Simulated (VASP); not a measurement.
A run of VASP 6.6.1 is set up as follows.

The input INCAR:

```
SYSTEM = Hg
ALGO = Normal
EDIFF = 1E-7
ENCUT = 520
GGA = RP
ISIF = 2
ISMEAR = -1
LASPH = .True.
LCHARG = .True.
LELF = .True.
LREAL = .False.
LVHAR = .True.
LWAVE = .False.
NBANDS = 58
NELM = 80
PREC = Accurate
SIGMA = 0.1
```

Contents of KPOINTS:

```
k-points
0
Gamma
  5 5 5
  0 0 0
```

POSCAR

```
Hg
1.0
    9.2003807667      0.0000000000      0.0000000000
    0.0000000000      9.2003807667      0.0000000000
    0.0000000000      0.0000000000      9.2003807667
Hg
8
Direct
    1.0000000000      1.0000000000      1.0000000000
    0.5000000000      0.5000000000      0.5000000000
    0.2500000000      1.0000000000      0.5000000000
    0.7500000000      1.0000000000      0.5000000000
    0.5000000000      0.2500000000      0.0000000000
    0.5000000000      0.7500000000      1.0000000000
    1.0000000000      0.5000000000      0.2500000000
    1.0000000000      0.5000000000      0.7500000000
```

Potentials or basis: VASP PAW PBE potentials, release 64 (Hg).

Run with:

```bash
$ cat potpaw_PBE.64/Hg/POTCAR > POTCAR
$ mpirun -np 1 vasp_std > vasp.out
```

Q: What does it give for the pressure?

A: 0.0 GPa.

Q: Predict the band gap on the k mesh.

A: 4.26 eV, indirect (least direct gap 4.28 eV).

Caveat: the PAW data sets were made with another functional, which shifts forces and pressure a little; spin-orbit coupling is left out, which moves the levels of the heavy elements. A k mesh can miss the band edges.
